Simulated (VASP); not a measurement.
# Ir (Fm-3m) in VASP: a series of runs

Runs on Ir. Level: r2SCAN. Tasks: single point, relaxation of cell and atoms.

Program: VASP 6.6.1. These are calculated values, not measurements. Logs are shortened: lines on timing, memory, paths and dates and some standing lists are left out, and cuts for length are marked.

## (1) The cell of the first run

Symmetry: Fm-3m, No. 225, cubic system. Conventional cell: a = 3.766 Å, b = 3.766 Å, c = 3.766 Å, α = 90.00°, β = 90.00°, γ = 90.00°. Ir (site symmetry m-3m) has 12 Ir at 2.66 Å within 3.5 Å.

## (2) Single point, r2SCAN (13.35 Å³/atom)

Contents of POSCAR:

```
Ir
1.0
    0.0000000000      1.8828426530      1.8828426530
    1.8828426530      0.0000000000      1.8828426530
    1.8828426530      1.8828426530      0.0000000000
Ir
1
Direct
    0.0000000000      0.0000000000      0.0000000000
```

Contents of INCAR.step1:

```
ALGO = Normal
EDIFF = 1E-5
ENCUT = 620
GGA = PE
GGA_COMPAT = F
ISMEAR = 0
LASPH = T
LCHARG = F
LREAL = F
LWAVE = T
NBANDS = 14
NELM = 120
PREC = Accurate
SIGMA = 0.1
```

Contents of INCAR.step2:

```
ALGO = Normal
EDIFF = 1E-6
ENCUT = 620
GGA_COMPAT = F
ISIF = 2
ISMEAR = 0
ISTART = 1
LASPH = T
LCHARG = F
LMIXTAU = T
LREAL = F
LWAVE = F
METAGGA = R2SCAN
NBANDS = 14
NELM = 120
PREC = Accurate
SIGMA = 0.1
```

Contents of KPOINTS:

```
k-points
0
Gamma
  18 18 18
```

Potentials or basis: VASP PAW PBE potentials, release 64 (Ir_sv_GW).

The run is started by

```
$ cat potpaw_PBE.64/Ir_sv_GW/POTCAR > POTCAR
$ cp INCAR.step1 INCAR
$ mpirun -np 1 vasp_std > vasp.out
$ cp INCAR.step2 INCAR
$ mpirun -np 1 vasp_std > vasp.out
```

OUTCAR:

```text
EDIFF = 1E-6
   ENCUT = 620
   ISIF = 2
   ISMEAR = 0
   ISTART = 1
   LASPH = T
   LREAL = F
   METAGGA = R2SCAN
   NELM = 120
   PREC = Accurate

 ion  position               nearest neighbor table
   1  0.000  0.000  0.000-

  LATTYP: Found a face centered cubic cell.
 ALAT       =     3.7656853060

  Lattice vectors:

 A1 = (   0.0000000000,   1.8828426530,   1.8828426530)
 A2 = (   1.8828426530,   0.0000000000,   1.8828426530)
 A3 = (   1.8828426530,   1.8828426530,   0.0000000000)

Analysis of symmetry for initial positions (statically):
=====================================================================
 Subroutine PRICEL returns:
 Original cell was already a primitive cell.

 Routine SETGRP: Setting up the symmetry group for a
 face centered cubic supercell.

 Subroutine GETGRP returns: Found 48 space group operations
 (whereof 48 operations were pure point group operations)
 out of a pool of 48 trial point group operations.

The static configuration has the point symmetry O_h .

Analysis of symmetry for dynamics (positions and initial velocities):
=====================================================================
 Subroutine PRICEL returns:
 Original cell was already a primitive cell.

 Routine SETGRP: Setting up the symmetry group for a
 face centered cubic supercell.

 Subroutine GETGRP returns: Found 48 space group operations
 (whereof 48 operations were pure point group operations)
 out of a pool of 48 trial point group operations.

The dynamic configuration has the point symmetry O_h .

 Subroutine INISYM returns: Found 48 space group operations
 (whereof 48 operations are pure point group operations),
 and found     1 'primitive' translations

----------------------------------------------------------------------------------------

                                     Primitive cell

  volume of cell :      13.3497

  direct lattice vectors                    reciprocal lattice vectors
     0.000000000  1.882842653  1.882842653    -0.265555913  0.265555913  0.265555913
     1.882842653  0.000000000  1.882842653     0.265555913 -0.265555913  0.265555913
     1.882842653  1.882842653  0.000000000     0.265555913  0.265555913 -0.265555913

  length of vectors
     2.662741616  2.662741616  2.662741616     0.459956334  0.459956334  0.459956334

  position of ions in fractional coordinates (direct lattice)
     0.000000000  0.000000000  0.000000000

  ion indices of the primitive-cell ions
[... 82 lines left out ...]
   POTIM  = 0.5000    time-step for ionic-motion
   TEBEG  =    0.0;   TEEND  =   0.0 temperature during run
   PSTRESS=    0.0 pullay stress
   NELECT =      17.0000    total number of electrons
   NUPDOWN=      -1.0000    fix difference up-down
   EMIN   =  10.00;   EMAX   =-10.00  energy-range for DOS
   EFERMI =   0.00;   METHOD = LEGACY
   ISMEAR =     0;   SIGMA  =   0.10  broadening in eV -4-tet -1-fermi 0-gaus
   EFERMI_NEDOS =   21; number of points for ismear=-14 and -15
   IALGO  =     38    algorithm
   IMIX   =      4    mixing-type and parameters
     AMIX     =   0.40;   BMIX     =  1.00
     AMIX_MAG =   1.60;   BMIX_MAG =  1.00
  volume/ion in A,a.u.               =      13.35        90.09
  Fermi-wavevector in a.u.,A,eV,Ry     =   1.774464  3.353250 42.840954  3.148721
  Thomas-Fermi vector in A             =   2.840452
   LORBIT       =      0    0 simple, 1 ext, 2 COOP (PROOUT), +10 PAW based schemes
   METAGGA = R2SCAN    functional components
   LHFCALC =     F    Hartree Fock is set to
   AEXX    =    0.0000 exact exchange contribution
   IVDW    =     0    specifies the selected vdW correction
   LEPSILON=     F    determine dielectric tensor
   LRPA    =     F    only Hartree local field effects (RPA)
 non-spin polarized calculation
 Gauss-broadening in eV      SIGMA  =   0.10
  energy-cutoff  :      620.00
  volume of cell :       13.35
 maximum number of plane-waves:       489
 NGX is ok and might be reduce to    24
   NGX = 11   NGY = 11   NGZ = 11

 number of electron      17.0000000 magnetization

 Free energy of the ion-electron system (eV)
  ---------------------------------------------------
  ext. energy  EPLUGINS =         0.00000000
  ---------------------------------------------------
  free energy    TOTEN  =       -52.84509309 eV

  energy without entropy =      -52.84078911  energy(sigma->0) =      -52.84294110

 E-fermi :  13.8742     XC(G=0): -16.3346

 val. band max:       13.8707713792   @ k =   0.5000   0.2222   0.1111
 cond. band min:      13.8782225340   @ k =  -0.3333   0.3333   0.0000
 fundamental gap:      0.0074511548
 Fermi energy:        13.8741618481

 k-point     1 :       0.0000    0.0000    0.0000
  band No.  band energies     occupation
      1     -81.4203      2.00000
      2     -37.1406      2.00000
      3     -37.1406      2.00000
      4     -37.1406      2.00000
      5       1.6843      2.00000
      6       9.4594      2.00000
      7       9.4594      2.00000
      8       9.4594      2.00000
      9      12.4355      2.00000
     10      12.4355      2.00000
     11      27.8873      0.00000
     12      34.0281      0.00000
     13      34.0281      0.00000
     14      34.0281      0.00000
[... 377 lines left out ...]
      1     -81.3734      2.00000
      2     -37.6452      2.00000
      3     -37.2437      2.00000
      4     -37.1983      2.00000
      5       4.1015      2.00000
      6       8.7129      2.00000
      7       9.9471      2.00000
      8      10.0480      2.00000
      9      12.1065      2.00000
     10      13.0953      2.00000
     11      28.5983      0.00000
     12      31.3398      0.00000
     13      37.0297      0.00000
     14      38.4410      0.00000

 [... further k-points ...]

------------------------ aborting loop because EDIFF is reached ----------------------------------------

  FORCE on cell =-STRESS in cart. coord.  units (eV):
  Direction    XX          YY          ZZ          XY          YZ          ZX
  --------------------------------------------------------------------------------------
  -------------------------------------------------------------------------------------
  Total        2.1923335      2.1923335      2.1923335      0.0000000      0.0000000      0.0000000
  in kB      263.1147088    263.1147088    263.1147088      0.0000000      0.0000000      0.0000000
  external PRESSURE =     263.1147088 kB  Pullay stress =       0.0000000 kB

 VOLUME and BASIS-vectors are now :
 -----------------------------------------------------------------------------
  energy-cutoff  :      620.00
  volume of cell :       13.35
      direct lattice vectors                 reciprocal lattice vectors
     0.000000000  1.882842653  1.882842653    -0.265555913  0.265555913  0.265555913
     1.882842653  0.000000000  1.882842653     0.265555913 -0.265555913  0.265555913
     1.882842653  1.882842653  0.000000000     0.265555913  0.265555913 -0.265555913

 POSITION                                       TOTAL-FORCE (eV/Angst)
 -----------------------------------------------------------------------------------
      0.00000      0.00000      0.00000         0.000000      0.000000      0.000000
 -----------------------------------------------------------------------------------
    total drift:                               -0.000000      0.000000     -0.000000

  FREE ENERGIE OF THE ION-ELECTRON SYSTEM (eV)
  ---------------------------------------------------
  free  energy   TOTEN  =       -52.8450930894 eV

  energy  without entropy=      -52.8407891117  energy(sigma->0) =      -52.84294110
```

OSZICAR.step1:

```text
N       E                     dE             d eps       ncg     rms          rms(c)
DAV:   1     0.131917217450E+03    0.13192E+03   -0.12587E+04  5532   0.145E+03
DAV:   2    -0.825255285435E+01   -0.14017E+03   -0.13458E+03  6882   0.435E+02
DAV:   3    -0.102927793185E+02   -0.20402E+01   -0.20344E+01  6072   0.498E+01
DAV:   4    -0.102960859600E+02   -0.33066E-02   -0.33066E-02  6414   0.244E+00
DAV:   5    -0.102960933327E+02   -0.73726E-05   -0.73722E-05  6090   0.111E-01    0.729E+01
DAV:   6    -0.940498071330E+01    0.89111E+00   -0.11453E+00  5778   0.118E+01    0.395E+01
DAV:   7    -0.932616808763E+01    0.78813E-01   -0.41644E-01  6192   0.673E+00    0.623E+00
DAV:   8    -0.931007789211E+01    0.16090E-01   -0.59033E-02  5490   0.308E+00    0.511E-01
DAV:   9    -0.931008173978E+01   -0.38477E-05   -0.75941E-04  6180   0.331E-01    0.301E-01
DAV:  10    -0.930999188976E+01    0.89850E-04   -0.12932E-04  5910   0.169E-01    0.222E-01
DAV:  11    -0.930999311753E+01   -0.12278E-05   -0.51630E-06  2916   0.303E-02
   1 F= -.93099931E+01 E0= -.93077317E+01  d E =-.452283E-02
```

Run time: 2.7 min. Hardware: 1 thread of Intel Xeon Platinum 8259CL at 2.50GHz (Skylake/Cascade Lake), shared host; peak memory 0.19 GiB.

Results:

* Free energy: -52.8451 eV
* Pressure: 26.3 GPa
* Band gap on the k mesh: zero (an odd number of electrons rules out a gap without spin polarisation)

Levels at points of the mesh, in eV from the Fermi level:
```tsv
k point	band 6	band 7	band 8	band 9	band 10	band 11
(0.00, 0.00, 0.00)	-4.41	-4.41	-4.41	-1.44	-1.44	14.01
(0.50, 0.00, 0.00)	-4.59	-4.59	-0.88	1.00	1.00	8.31
(0.50, 0.50, 0.00)	-8.34	0.91	1.71	1.71	1.73	11.95
```

Caveat: the cell stands under pressure; the PAW data sets were made with another functional, which shifts forces and pressure a little; spin-orbit coupling is left out, which moves the levels of the heavy elements.

## (3) Single point, r2SCAN (14.63 Å³/atom)

This run uses another cell than the first one, of 14.63 Å³/atom.

Contents of POSCAR:

```
Ir
1.0
    0.0000000000      1.9411115112      1.9411115112
    1.9411115112      0.0000000000      1.9411115112
    1.9411115112      1.9411115112      0.0000000000
Ir
1
Direct
    0.0000000000      0.0000000000      0.0000000000
```

Contents of INCAR.step1:

```
  PREC = Accurate
  ENCUT = 620
  ISMEAR = 0
  SIGMA = 0.1
  LREAL = F
  LASPH = T
  NELM = 120
  NBANDS = 14
  GGA = PE
  ALGO = Normal
  EDIFF = 1E-5
  LWAVE = T
  LCHARG = F
  GGA_COMPAT = F
```

Contents of INCAR.step2:

```
  PREC = Accurate
  ENCUT = 620
  EDIFF = 1E-6
  ISMEAR = 0
  SIGMA = 0.1
  LREAL = F
  LASPH = T
  NELM = 120
  ALGO = Normal
  ISIF = 2
  LWAVE = F
  LCHARG = F
  METAGGA = R2SCAN
  LMIXTAU = T
  NBANDS = 14
  ISTART = 1
  GGA_COMPAT = F
```

Contents of KPOINTS:

```
regular mesh
0
Gamma
  18 18 18
```

Potentials or basis: VASP PAW PBE potentials, release 64 (Ir_sv_GW).

The run is started by

```
$ cat potpaw_PBE.64/Ir_sv_GW/POTCAR > POTCAR
$ cp INCAR.step1 INCAR
$ mpirun -np 1 vasp_std > vasp.out
$ cp INCAR.step2 INCAR
$ mpirun -np 1 vasp_std > vasp.out
```

OUTCAR:

```text
PREC = Accurate
   ENCUT = 620
   EDIFF = 1E-6
   ISMEAR = 0
   LREAL = F
   LASPH = T
   NELM = 120
   ISIF = 2
   METAGGA = R2SCAN
   ISTART = 1

 ion  position               nearest neighbor table
   1  0.000  0.000  0.000-

  LATTYP: Found a face centered cubic cell.
 ALAT       =     3.8822230224

  Lattice vectors:

 A1 = (   0.0000000000,   1.9411115112,   1.9411115112)
[... 586 lines left out ...]
     12      29.0523      0.00000
     13      34.3284      0.00000
     14      35.5731      0.00000

 [... further k-points ...]

------------------------ aborting loop because EDIFF is reached ----------------------------------------

  FORCE on cell =-STRESS in cart. coord.  units (eV):
  Direction    XX          YY          ZZ          XY          YZ          ZX
  --------------------------------------------------------------------------------------
  -------------------------------------------------------------------------------------
  Total       -1.0268692     -1.0268692     -1.0268692      0.0000000      0.0000000      0.0000000
  in kB     -112.4719556   -112.4719556   -112.4719556      0.0000000      0.0000000      0.0000000
  external PRESSURE =    -112.4719556 kB  Pullay stress =       0.0000000 kB

 VOLUME and BASIS-vectors are now :
 -----------------------------------------------------------------------------
  energy-cutoff  :      620.00
  volume of cell :       14.63
      direct lattice vectors                 reciprocal lattice vectors
     0.000000000  1.941111511  1.941111511    -0.257584377  0.257584377  0.257584377
     1.941111511  0.000000000  1.941111511     0.257584377 -0.257584377  0.257584377
     1.941111511  1.941111511  0.000000000     0.257584377  0.257584377 -0.257584377

 POSITION                                       TOTAL-FORCE (eV/Angst)
 -----------------------------------------------------------------------------------
      0.00000      0.00000      0.00000        -0.000000     -0.000000     -0.000000
 -----------------------------------------------------------------------------------
    total drift:                               -0.000000      0.000000     -0.000000

  FREE ENERGIE OF THE ION-ELECTRON SYSTEM (eV)
  ---------------------------------------------------
  free  energy   TOTEN  =       -52.8971761529 eV

  energy  without entropy=      -52.8919229972  energy(sigma->0) =      -52.89454958
```

OUTCAR.step1:

```text
PREC = Accurate
   ENCUT = 620
   ISMEAR = 0
   LREAL = F
   LASPH = T
[... 623 lines left out ...]

 POSITION                                       TOTAL-FORCE (eV/Angst)
 -----------------------------------------------------------------------------------
      0.00000      0.00000      0.00000        -0.000000     -0.000000     -0.000000
 -----------------------------------------------------------------------------------
    total drift:                                0.000000     -0.000000     -0.000000

  FREE ENERGIE OF THE ION-ELECTRON SYSTEM (eV)
  ---------------------------------------------------
  free  energy   TOTEN  =        -9.4237366204 eV

  energy  without entropy=       -9.4183233448  energy(sigma->0) =       -9.42102998
```

OSZICAR.step1:

```text
N       E                     dE             d eps       ncg     rms          rms(c)
DAV:   1     0.131720476351E+03    0.13172E+03   -0.12549E+04  5564   0.144E+03
DAV:   2    -0.847389543313E+01   -0.14019E+03   -0.13443E+03  6810   0.428E+02
DAV:   3    -0.105641413286E+02   -0.20902E+01   -0.20811E+01  6096   0.499E+01
DAV:   4    -0.105677794192E+02   -0.36381E-02   -0.36379E-02  6324   0.253E+00
DAV:   5    -0.105677881268E+02   -0.87076E-05   -0.87079E-05  6204   0.119E-01    0.675E+01
DAV:   6    -0.951709264752E+01    0.10507E+01   -0.14511E+00  5694   0.129E+01    0.361E+01
DAV:   7    -0.943952585761E+01    0.77567E-01   -0.40731E-01  6228   0.638E+00    0.673E+00
DAV:   8    -0.942382737051E+01    0.15698E-01   -0.60608E-02  5496   0.306E+00    0.631E-01
DAV:   9    -0.942382811715E+01   -0.74664E-06   -0.74969E-04  6108   0.343E-01    0.266E-01
DAV:  10    -0.942373538927E+01    0.92728E-04   -0.13891E-04  6000   0.172E-01    0.204E-01
DAV:  11    -0.942373662037E+01   -0.12311E-05   -0.56415E-06  2916   0.313E-02
   1 F= -.94237366E+01 E0= -.94210300E+01  d E =-.541328E-02
```

Wall time 1.9 min (1 thread of Intel Xeon 6975P-C (Granite Rapids), shared host); peak memory 0.19 GiB.

What came out:

```
Free energy            : -52.8972 eV
Pressure               : -11.2 GPa
Band gap on the k mesh : zero (an odd number of electrons rules out a gap without spin polarisation)
```

Levels at points of the mesh, in eV from the Fermi level:
```csv
k point,band 6,band 7,band 8,band 9,band 10,band 11
"(0.00, 0.00, 0.00)",-3.83,-3.83,-3.83,-1.27,-1.27,14.33
"(0.50, 0.00, 0.00)",-3.98,-3.98,-0.65,0.85,0.85,7.32
"(0.50, 0.50, 0.00)",-7.28,0.75,1.45,1.45,1.72,10.62
```

Caveat: the cell stands under tension; the PAW data sets were made with another functional, which shifts forces and pressure a little; spin-orbit coupling is left out, which moves the levels of the heavy elements.

## (4) Relaxation of cell and atoms, r2SCAN

This run uses another cell than the first one, of 14.06 Å³/atom.

Contents of POSCAR:

```
Ir
1.0
    0.0000000000      1.9156000000      1.9156000000
    1.9156000000      0.0000000000      1.9156000000
    1.9156000000      1.9156000000      0.0000000000
Ir
1
Direct
    0.0000000000      0.0000000000      0.0000000000
```

Contents of INCAR.step1:

```
PREC     = Accurate       # precision mode
ENCUT    = 620            # plane-wave cutoff, eV
ISMEAR   = 0              # smearing method
SIGMA    = 0.1            # smearing width, eV
LREAL    = False          # projectors in reciprocal space
LASPH    = True           # aspherical terms in the spheres
NELM     = 120            # most SCF steps
GGA      = PE             # functional
ALGO     = Normal         # electronic algorithm
EDIFF    = 1E-5           # SCF threshold, eV
LWAVE    = True           # write WAVECAR
LCHARG   = False          # write CHGCAR
GGA_COMPAT= False        
IBRION   = 2              # ionic algorithm
ISIF     = 3              # what is computed and relaxed
EDIFFG   = -0.005         # ionic threshold
NELMIN   = 4            
NSW      = 100            # ionic steps
```

Contents of INCAR.step2:

```
PREC     = Accurate       # precision mode
ENCUT    = 620            # plane-wave cutoff, eV
EDIFF    = 1E-7           # SCF threshold, eV
ISMEAR   = 0              # smearing method
SIGMA    = 0.1            # smearing width, eV
LREAL    = False          # projectors in reciprocal space
LASPH    = True           # aspherical terms in the spheres
NELM     = 120            # most SCF steps
ALGO     = Normal         # electronic algorithm
ISIF     = 3              # what is computed and relaxed
LWAVE    = False          # write WAVECAR
LCHARG   = False          # write CHGCAR
METAGGA  = R2SCAN         # meta-GGA
LMIXTAU  = True         
IBRION   = 2              # ionic algorithm
NSW      = 100            # ionic steps
EDIFFG   = -0.005         # ionic threshold
ISTART   = 1            
GGA_COMPAT= False        
NELMIN   = 4
```

Contents of KPOINTS:

```
Automatic mesh
0
Gamma
  18 18 18
```

The run is started by

```
$ cat potpaw_PBE.64/Ir_sv_GW/POTCAR > POTCAR
$ cp INCAR.step1 INCAR
$ mpirun -np 1 vasp_std > vasp.out
$ cp INCAR.step2 INCAR
$ mpirun -np 1 vasp_std > vasp.out
```

It took 6.6 min on 1 thread of Intel Xeon Platinum 8488C (Sapphire Rapids), shared host; peak memory 0.19 GiB.

It converged, with:

* Free energy: -52.9114 eV
* Relaxed volume: 14.17 Å³/atom
* Relaxed cell: a = 2.716 Å, b = 2.716 Å, c = 2.716 Å, α = 60.00°, β = 60.00°, γ = 60.00°
* Space group after relaxing (to 0.1 Å): Fm-3m (No. 225)
* Energy gained by relaxing: 1.0 meV/atom
* Ionic steps: 3
* Pressure after relaxing: 0.0 GPa
* Band gap on the k mesh: zero (an odd number of electrons rules out a gap without spin polarisation)

Step by step:
| step | energy change (eV) | largest force (eV/Å) | pressure (GPa) | volume (Å³) |
| --- | --- | --- | --- | --- |
| 1 | 0.0000 | 0.0000 | 2.98 | 14.06 |
| 2 | 0.0141 | 0.0000 | -10.78 | 14.60 |
| 3 | -0.0010 | 0.0000 | 0.00 | 14.17 |

Final structure:
```
CELL_PARAMETERS angstrom
0.00000 1.92046 1.92046
1.92046 0.00000 1.92046
1.92046 1.92046 0.00000
ATOMIC_POSITIONS crystal
Ir 0.00000 0.00000 0.00000
```

Levels at points of the mesh, in eV from the Fermi level:
```tsv
k point	band 5	band 6	band 7	band 8	band 9	band 10	band 11	band 12
(0.00, 0.00, 0.00)	-11.53	-4.03	-4.03	-4.03	-1.33	-1.33	14.23	20.02
(0.50, 0.00, 0.00)	-8.42	-4.18	-4.18	-0.73	0.90	0.90	7.65	13.99
(0.50, 0.50, 0.00)	-8.22	-7.64	0.80	1.54	1.54	1.72	11.07	12.01
```

Caveat: the PAW data sets were made with another functional, which shifts forces and pressure a little; spin-orbit coupling is left out, which moves the levels of the heavy elements.

## (5) The runs side by side

```tsv
task	cell	gap on the mesh (eV)	pressure (GPa)
single point	a = 2.663 Å, angles 60.0°, 1 atom	none	26.3
single point	a = 2.745 Å, angles 60.0°, 1 atom	none	-11.2
relaxation of cell and atoms	relaxed from a = 2.709 Å, angles 60.0°, 1 atom	none	0.0
```

Alike in all rows: level r2SCAN; potentials or basis VASP PAW PBE potentials, release 64 (Ir_sv_GW); no spin polarisation; k mesh 18 × 18 × 18; cutoff (eV) 620; smearing gaussian 0.1 eV.

Caveats: the PAW data sets were made with another functional, which shifts forces and pressure a little; spin-orbit coupling is left out, which moves the levels of the heavy elements; the cell stands under pressure (at least some runs); the cell stands under tension (at least some runs).

Absolute energies hang on the potentials; compare differences alone.
